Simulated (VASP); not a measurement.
MgGeI3, 5 atoms in the cell. It takes space group R3m (No. 160, trigonal). The conventional cell has a = 7.837 Å, b = 7.837 Å, c = 9.948 Å, α = 90.00°, β = 90.00°, γ = 120.00°. Within 3.4 Å of I (site symmetry m) lie 2 Ge at 2.58 to 3.05 Å. Within 5.1 Å of Mg (site symmetry 3m) lie 12 I at 3.92 to 4.04 Å and 7 Ge at 4.68 to 4.93 Å. Within 3.4 Å of Ge (site symmetry 3m) lie 6 I at 2.58 to 3.05 Å. 

```yaml
Program: VASP 6.6.1
Task: single point
Functional: revPBE
Potentials_or_basis: VASP PAW PBE potentials, release 64 (I, Mg, Ge_d)
Cutoff: 520 eV
k_mesh: 3 × 3 × 3
Occupations: fermi-dirac, width 0.0513 eV
Spin: no spin polarisation
Dipole_correction: no
Further_INCAR_settings: ALGO = Normal; EDIFF = 1e-06; NBANDS = 26
```

Potentials or basis: VASP PAW PBE potentials, release 64 (I, Mg, Ge_d).

Run with:

```console
$ cat potpaw_PBE.64/I/POTCAR potpaw_PBE.64/Mg/POTCAR potpaw_PBE.64/Ge_d/POTCAR > POTCAR
$ mpirun -np 1 vasp_std > vasp.out
```

Hardware: 1 thread of AMD EPYC 7R13 Processor (Zen 3) (shared host).

How long does it take, and how much memory?

Run time: 32 s on 1 thread of AMD EPYC 7R13 Processor (Zen 3), on a shared host, peak memory 0.23 GiB. Counts: scf iterations 14, k points 6.
